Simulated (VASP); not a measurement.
# Si62P (a cell with a defect) in VASP: notebook

Runs on Si62P (a cell with a defect). Level: PBE. Tasks: single point.

Everything below comes from runs of VASP 6.6.1. Logs are shortened: lines on timing, memory, paths and dates and some standing lists are left out, and cuts for length are marked.

**1. The cell of the first run**

The cell holds a defect, 63 atoms: a = 10.860 Å, b = 10.860 Å, c = 10.860 Å, α = 90.00°, β = 90.00°, γ = 90.00°.

**2. Single point, PBE**

Input file INCAR:

```
SYSTEM = Si62P
ALGO = Normal
EDIFF = 1E-6
ENCUT = 520
GGA = PE
ISIF = 2
ISMEAR = 0
LASPH = .TRUE.
LCHARG = .TRUE.
LELF = .TRUE.
LREAL = Auto
LVHAR = .TRUE.
LWAVE = .FALSE.
NBANDS = 164
NELECT = 254.0
NELM = 60
PREC = Accurate
SIGMA = 0.02
```

Input file KPOINTS:

```
k-points
0
G
  1 1 1
  0 0 0
```

Input file POSCAR:

```
Si62P
1.0
   10.8600000000      0.0000000000      0.0000000000
    0.0000000000     10.8600000000      0.0000000000
    0.0000000000      0.0000000000     10.8600000000
Si P
62 1
Direct
    0.5000394107     -0.0007151013      0.0001124309
    0.6245491713      0.1255637201      0.1248789134
    0.7495366483      0.2542717311      0.0036976980
    0.8774632597      0.3770992634      0.1320643646
    0.7520933702     -0.0015519337      0.2459588398
    0.8738534070      0.1223910681      0.3760151934
    0.0003292818      0.0011291897      0.0054110497
    0.1243925414      0.1302379374      0.1282984346
    0.2492763352      0.2514277164     -0.0008151934
    0.3772367403      0.3747876611      0.1231723757
    0.5034501842      0.5000713628     -0.0028360037
    0.6280685083      0.6248598527      0.1303047882
    0.7503597606      0.7460512891     -0.0009269797
    0.8770978821      0.8686927256      0.1250228361
    0.2527681400      0.0042054328      0.2475621547
    0.3727299263      0.1296808471      0.3757205341
    0.5013629834      0.2511041436      0.2506956722
    0.6279216390      0.3753055249      0.3771705341
    0.7610068140      0.5044052486      0.2638349908
    0.8908745856      0.6277256906      0.3994503683
    0.4955385820      0.0006700737      0.5003082873
    0.6176208103      0.1268094843      0.6273202578
    0.7488896869      0.2450044199      0.5022746777
    0.8911189687      0.3682186004      0.6084096685
    0.7474256906      0.0056658379      0.7528603131
    0.8736302026      0.1267038674      0.8820657459
   -0.0000972376      0.4996052486      0.0012558011
    0.1251953959      0.6207130755      0.1292867403
    0.2481950276      0.7478166667      0.0022464088
    0.3752546041      0.8739865562      0.1250682320
    0.0025972376      0.2520584715      0.2590476059
    0.2467147330      0.4910863720      0.2539384899
    0.3710209945      0.6209808471      0.3756162983
    0.4979994475      0.7480434622      0.2525466851
    0.6237237569      0.8776527624      0.3739939227
   -0.0007855433     -0.0010070902      0.5011529466
    0.1245246777      0.1229436464      0.6257420810
    0.2414516575      0.2521947514      0.4966283610
    0.3677342541      0.3775420810      0.6222416206
    0.4992923573      0.4997830571      0.5004742173
    0.6281343462      0.6225058011      0.6241729282
    0.7497840700      0.7533036832      0.5018605893
    0.8715731123      0.8796775322      0.6289426335
    0.2543310313     -0.0008607735      0.7481730203
    0.3751940147      0.1260511971      0.8759445672
    0.4959216390      0.2549716390      0.7507797422
    0.6315936464      0.3798551565      0.8687165746
    0.7638094843      0.4953079190      0.7367143646
    0.8763591160      0.6225326888      0.8725125230
    0.0023881215      0.7466878453      0.2563026703
    0.1276323204      0.8788774401      0.3728912523
    0.1007577348      0.6290271639      0.6104487109
    0.2442312155      0.7471182320      0.4986073665
    0.3754828729      0.8689862799      0.6236624309
   -0.0018454880      0.2455140884      0.7506103131
    0.1230073665      0.3755087477      0.8721860958
    0.2363153775      0.5047769797      0.7392761510
    0.3704229282      0.6246339779      0.8721165746
    0.5015644567      0.7461408840      0.7501030387
    0.6253570902      0.8744658379      0.8751772560
   -0.0013546961      0.7543516575      0.7518049724
    0.1268955801      0.8784975138      0.8773922652
    0.1111957643      0.3819246777      0.3886982505
```

Potentials or basis: VASP PAW PBE potentials, release 64 (Si, P).

Launch:

```bash
$ cat potpaw_PBE.64/Si/POTCAR potpaw_PBE.64/P/POTCAR > POTCAR
$ mpirun -np 1 vasp_gam > vasp.out
```

OUTCAR:

```text
SYSTEM = Si62P
   EDIFF = 1E-6
   ENCUT = 520
   GGA = PE
   ISIF = 2
   ISMEAR = 0
   LASPH = .TRUE.
   LREAL = Auto
   NELECT = 254.0
   NELM = 60
   PREC = Accurate

 ion  position               nearest neighbor table
   1  0.500  0.999  0.000-  30 2.35  60 2.35   2 2.35  45 2.36
   2  0.625  0.126  0.125-  17 2.35   3 2.35   1 2.35   5 2.36
   3  0.750  0.254  0.004-  26 2.34   2 2.35  47 2.38   4 2.38
   4  0.877  0.377  0.132-  27 2.36  19 2.36  31 2.36   3 2.38
   5  0.752  0.998  0.246-   2 2.36  14 2.36   6 2.36  35 2.37
   6  0.874  0.122  0.376-  23 2.34  36 2.34  31 2.36   5 2.36
[... 11 lines left out ...]
  18  0.628  0.375  0.377-  19 2.36  40 2.36  23 2.36  17 2.37
  19  0.761  0.504  0.264-   4 2.36  18 2.36  12 2.43  20 2.44
  20  0.891  0.628  0.399-  42 2.33  50 2.36  19 2.44
  21  0.496  0.001  0.500-  22 2.35  54 2.35  16 2.36  35 2.37
  22  0.618  0.127  0.627-  46 2.34  23 2.35  21 2.35  25 2.36
  23  0.749  0.245  0.502-   6 2.34  24 2.35  22 2.35  18 2.36
  24  0.891  0.368  0.608-  23 2.35  55 2.35  48 2.40
  25  0.747  0.006  0.753-  43 2.35  60 2.36  26 2.36  22 2.36
  26  0.874  0.127  0.882-   3 2.34  55 2.35   7 2.36  25 2.36
  27  1.000  0.500  0.001-  28 2.35  49 2.35   4 2.36  56 2.36
  28  0.125  0.621  0.129-  27 2.35  50 2.36  32 2.36  29 2.36
  29  0.248  0.748  0.002-  58 2.36  30 2.36  62 2.36  28 2.36
  30  0.375  0.874  0.125-   1 2.35  15 2.35  29 2.36  34 2.36
[... 19 lines left out ...]
  50  0.002  0.747  0.256-  51 2.35  20 2.36  28 2.36  14 2.37
  51  0.128  0.879  0.373-  50 2.35  53 2.35  15 2.36  36 2.36
  52  0.101  0.629  0.610-  61 2.33  53 2.36  57 2.44
  53  0.244  0.747  0.499-  51 2.35  52 2.36  33 2.36  54 2.37
  54  0.375  0.869  0.624-  21 2.35  59 2.35  44 2.36  53 2.37
  55  0.998  0.246  0.751-  37 2.34  24 2.35  26 2.35  56 2.36
  56  0.123  0.376  0.872-  27 2.36  57 2.36  55 2.36   9 2.37
  57  0.236  0.505  0.739-  39 2.36  56 2.36  58 2.43  52 2.44
  58  0.370  0.625  0.872-  59 2.35  29 2.36  11 2.40  57 2.43
  59  0.502  0.746  0.750-  58 2.35  54 2.35  41 2.36  60 2.37
  60  0.625  0.874  0.875-   1 2.35  25 2.36  59 2.37  13 2.37
  61  0.999  0.754  0.752-  52 2.33  49 2.35  43 2.35  62 2.37
  62  0.127  0.878  0.877-  29 2.36   7 2.37  44 2.37  61 2.37
  63  0.111  0.382  0.389-  38 2.32  31 2.32  32 2.39

  LATTYP: Found a simple cubic cell.
 ALAT       =    10.8600000000

  Lattice vectors:

 A1 = (  10.8600000000,   0.0000000000,   0.0000000000)
 A2 = (   0.0000000000,  10.8600000000,   0.0000000000)
 A3 = (   0.0000000000,   0.0000000000,  10.8600000000)

Analysis of symmetry for initial positions (statically):
=====================================================================
 Subroutine PRICEL returns:
 Original cell was already a primitive cell.

 Routine SETGRP: Setting up the symmetry group for a
 simple cubic supercell.

 Subroutine GETGRP returns: Found  1 space group operations
 (whereof  1 operations were pure point group operations)
 out of a pool of 48 trial point group operations.

The static configuration has the point symmetry C_1 .

Analysis of symmetry for dynamics (positions and initial velocities):
=====================================================================
 Subroutine PRICEL returns:
 Original cell was already a primitive cell.

 Routine SETGRP: Setting up the symmetry group for a
 simple cubic supercell.

 Subroutine GETGRP returns: Found  1 space group operations
 (whereof  1 operations were pure point group operations)
 out of a pool of 48 trial point group operations.

The dynamic configuration has the point symmetry C_1 .

 Subroutine INISYM returns: Found  1 space group operations
 (whereof  1 operations are pure point group operations),
 and found     1 'primitive' translations

----------------------------------------------------------------------------------------

                                     Primitive cell

  volume of cell :    1280.8241

  direct lattice vectors                    reciprocal lattice vectors
    10.860000000  0.000000000  0.000000000     0.092081031  0.000000000  0.000000000
     0.000000000 10.860000000  0.000000000     0.000000000  0.092081031  0.000000000
     0.000000000  0.000000000 10.860000000     0.000000000  0.000000000  0.092081031

  length of vectors
    10.860000000 10.860000000 10.860000000     0.092081031  0.092081031  0.092081031

  position of ions in fractional coordinates (direct lattice)
     0.500039411  0.999284899  0.000112431
     0.624549171  0.125563720  0.124878913
     0.749536648  0.254271731  0.003697698
     0.877463260  0.377099263  0.132064365
     0.752093370  0.998448066  0.245958840
     0.873853407  0.122391068  0.376015193
[... 55 lines left out ...]
     0.126895580  0.878497514  0.877392265
     0.111195764  0.381924678  0.388698250

  ion indices of the primitive-cell ions
   primitive index   ion index
                 1           1
                 2           2
                 3           3
                 4           4
                 5           5
                 6           6
[... 55 lines left out ...]
                62          62
                63          63

----------------------------------------------------------------------------------------

 KPOINTS: k-points

Automatic generation of k-mesh.
 Grid dimensions read from file:
 generate k-points for:    1    1    1

 Generating k-lattice:

  Cartesian coordinates                     Fractional coordinates (reciprocal lattice)
     0.092081031  0.000000000  0.000000000     1.000000000  0.000000000  0.000000000
     0.000000000  0.092081031  0.000000000     0.000000000  1.000000000  0.000000000
     0.000000000  0.000000000  0.092081031     0.000000000  0.000000000  1.000000000

  Length of vectors
     0.092081031  0.092081031  0.092081031

  Shift w.r.t. Gamma in fractional coordinates (k-lattice)
     0.000000000  0.000000000  0.000000000

 Subroutine IBZKPT returns following result:
 ===========================================

 Found      1 irreducible k-points:

 Following reciprocal coordinates:
            Coordinates               Weight
  0.000000  0.000000  0.000000      1.000000
   k-points           NKPTS =      1   k-points in BZ     NKDIM =      1   number of bands    NBANDS=    164
   number of dos      NEDOS =    301   number of ions     NIONS =     63
   total plane-waves  NPLWV = 592704
   dimension x,y,z NGX =    84 NGY =   84 NGZ =   84
   dimension x,y,z NGXF=   168 NGYF=  168 NGZF=  168
   ions per type =              62   1
   NGX,Y,Z   is equivalent  to a cutoff of  12.86, 12.86, 12.86 a.u.
   NGXF,Y,Z  is equivalent  to a cutoff of  25.72, 25.72, 25.72 a.u.
 SYSTEM =  Si62P
   PREC   = accura    normal or accurate (medium, high low for compatibility)
   ISTART =      0    job   : 0-new  1-cont  2-samecut
   ICHARG =      2    charge: 1-file 2-atom 10-const
   ISPIN  =      1    spin polarized calculation?
   LNONCOLLINEAR =      F non collinear calculations
   LSORBIT =      F    spin-orbit coupling
   LASPH  =      T    aspherical Exc in radial PAW
   ENCUT  =  520.0 eV  38.22 Ry    6.18 a.u.  20.19 20.19 20.19*2*pi/ulx,y,z
   NELM   =     60;   NELMIN=  2; NELMDL= -5     # of ELM steps
   EDIFF  = 0.1E-05   stopping-criterion for ELM
   LREAL  =      T    real-space projection
   EDIFFG = 0.1E-04   stopping-criterion for IOM
   NSW    =      0    number of steps for IOM
[... 5 lines left out ...]
   TEBEG  =    0.0;   TEEND  =   0.0 temperature during run
   PSTRESS=    0.0 pullay stress
   NELECT =     254.0000    total number of electrons
   NUPDOWN=      -1.0000    fix difference up-down
   EMIN   =  10.00;   EMAX   =-10.00  energy-range for DOS
   EFERMI =   0.00;   METHOD = LEGACY
   ISMEAR =     0;   SIGMA  =   0.02  broadening in eV -4-tet -1-fermi 0-gaus
   EFERMI_NEDOS =   21; number of points for ismear=-14 and -15
   IALGO  =     38    algorithm
   IMIX   =      4    mixing-type and parameters
     AMIX     =   0.40;   BMIX     =  1.00
     AMIX_MAG =   1.60;   BMIX_MAG =  1.00
  volume/ion in A,a.u.               =      20.33       137.20
  Fermi-wavevector in a.u.,A,eV,Ry     =   0.954677  1.804077 12.400449  0.911407
  Thomas-Fermi vector in A             =   2.083445
   LORBIT       =      0    0 simple, 1 ext, 2 COOP (PROOUT), +10 PAW based schemes
   GGA     = PE    functional components
   LHFCALC =     F    Hartree Fock is set to
   AEXX    =    0.0000 exact exchange contribution
   IVDW    =     0    specifies the selected vdW correction
   LEPSILON=     F    determine dielectric tensor
   LRPA    =     F    only Hartree local field effects (RPA)
 non-spin polarized calculation
 Gauss-broadening in eV      SIGMA  =   0.02
  energy-cutoff  :      520.00
  volume of cell :     1280.82
 maximum number of plane-waves:     17229
 NGX is ok and might be reduce to    84
   NGX = 41   NGY = 41   NGZ = 41

 number of electron     253.9999999 magnetization

 Free energy of the ion-electron system (eV)
  ---------------------------------------------------
  ext. energy  EPLUGINS =         0.00000000
  ---------------------------------------------------
  free energy    TOTEN  =      -326.44258077 eV

  energy without entropy =     -326.44258068  energy(sigma->0) =     -326.44258073

 E-fermi :   6.2623     XC(G=0):  -9.3589

 val. band max:        6.1919410869   @ k =   0.0000   0.0000   0.0000
 cond. band min:       6.3325607028   @ k =   0.0000   0.0000   0.0000
 fundamental gap:      0.1406196159
 Fermi energy:         6.2622508057

 k-point     1 :       0.0000    0.0000    0.0000
  band No.  band energies     occupation
      1      -6.3001      2.00000
      2      -5.6838      2.00000
      3      -5.1562      2.00000
      4      -5.1394      2.00000
      5      -5.1234      2.00000
      6      -5.1068      2.00000
[... 131 lines left out ...]
    138       6.8764      0.00000
    139       6.9450      0.00000
 [bands above 139 left out]

------------------------ aborting loop because EDIFF is reached ----------------------------------------

  FORCE on cell =-STRESS in cart. coord.  units (eV):
  Direction    XX          YY          ZZ          XY          YZ          ZX
  --------------------------------------------------------------------------------------
  -------------------------------------------------------------------------------------
  Total       16.2492022     27.5975753     16.1806515     -0.8521746      1.2649118     -7.3851854
  in kB       20.3260574     34.5216889     20.2403077     -1.0659815      1.5822728     -9.2380968
  external PRESSURE =      25.0293514 kB  Pullay stress =       0.0000000 kB

 VOLUME and BASIS-vectors are now :
 -----------------------------------------------------------------------------
  energy-cutoff  :      520.00
  volume of cell :     1280.82
      direct lattice vectors                 reciprocal lattice vectors
    10.860000000  0.000000000  0.000000000     0.092081031  0.000000000  0.000000000
     0.000000000 10.860000000  0.000000000     0.000000000  0.092081031  0.000000000
     0.000000000  0.000000000 10.860000000     0.000000000  0.000000000  0.092081031

 POSITION                                       TOTAL-FORCE (eV/Angst)
 -----------------------------------------------------------------------------------
      5.43043     10.85223      0.00122        -0.000259     -0.022956      0.004173
      6.78260      1.36362      1.35618         0.000672      0.006031      0.002731
      8.13997      2.76139      0.04016         0.007086     -0.010293      0.011682
      9.52925      4.09530      1.43422        -0.004180      0.017924      0.012489
      8.16773     10.84315      2.67111         0.016717      0.022247      0.020825
      9.49005      1.32917      4.08353         0.031764      0.054103      0.014522
[... 55 lines left out ...]
      1.37809      9.54048      9.52848        -0.018487     -0.008539     -0.022024
      1.20759      4.14770      4.22126         0.377806      0.013789     -0.357921
 -----------------------------------------------------------------------------------
    total drift:                                0.003941      0.002345      0.000617

  FREE ENERGIE OF THE ION-ELECTRON SYSTEM (eV)
  ---------------------------------------------------
  free  energy   TOTEN  =      -326.4425807743 eV

  energy  without entropy=     -326.4425806774  energy(sigma->0) =     -326.44258073
```

Wall time 4.3 min (1 thread of AMD EPYC 9R45 (Zen 5), shared host); peak memory 1 GiB.

What came out:

```
Free energy   : -326.4426 eV
Largest force : 0.521 eV/Å
```

Forces in eV/Å, atoms in the order of the input:
```
Si   0.000 -0.023  0.004
Si   0.001  0.006  0.003
Si   0.007 -0.010  0.012
Si  -0.004  0.018  0.012
Si   0.017  0.022  0.021
Si   0.032  0.054  0.015
Si  -0.021 -0.057 -0.011
Si  -0.004 -0.047 -0.064
Si  -0.010 -0.025 -0.026
Si  -0.030 -0.043  0.026
Si  -0.034 -0.017  0.032
Si   0.006 -0.010  0.016
Si  -0.008 -0.013  0.009
Si  -0.018  0.002  0.035
Si   0.020  0.000 -0.019
Si   0.051 -0.038  0.007
Si   0.026 -0.020  0.011
Si   0.012  0.016  0.015
Si   0.042  0.015  0.043
Si   0.062  0.009  0.106
Si  -0.001 -0.052  0.018
Si  -0.016  0.006 -0.024
Si   0.013  0.001  0.031
Si  -0.111  0.086  0.118
Si  -0.006  0.022  0.006
Si   0.017  0.009  0.019
Si  -0.013 -0.014 -0.012
Si  -0.044  0.027 -0.004
Si   0.003 -0.018 -0.009
Si  -0.004  0.000  0.003
Si   0.065 -0.032 -0.079
Si  -0.011  0.030  0.006
Si  -0.001  0.021  0.034
Si   0.011 -0.023 -0.003
Si   0.009  0.005  0.010
Si   0.002 -0.011 -0.002
Si  -0.020  0.039 -0.016
Si   0.083 -0.041 -0.043
Si  -0.008  0.013  0.016
Si   0.011 -0.017  0.014
Si  -0.022  0.022  0.015
Si   0.002  0.000  0.025
Si  -0.012  0.036  0.014
Si  -0.016  0.013 -0.015
Si   0.002  0.005  0.000
Si  -0.001 -0.019 -0.006
Si  -0.048  0.001  0.049
Si  -0.080  0.005  0.080
Si  -0.017  0.024  0.017
Si  -0.002 -0.005  0.023
Si   0.007  0.034 -0.009
Si  -0.102 -0.011 -0.077
Si  -0.027 -0.008 -0.002
Si  -0.037 -0.003  0.015
Si  -0.028 -0.003 -0.009
Si  -0.014  0.014 -0.009
Si  -0.038  0.009 -0.039
Si  -0.019 -0.004 -0.005
Si  -0.006 -0.013  0.005
Si  -0.004  0.021  0.001
Si  -0.025 -0.015 -0.021
Si  -0.018 -0.009 -0.022
P    0.378  0.014 -0.358
```

Caveat: the k points lie up to 0.58 Å⁻¹ apart; the cell carries a net charge on a neutralising background, which shifts energy and pressure; the cell is charged against a uniform background, so pressure and absolute levels hang on convention.

(Continued in part 2 of 2.)
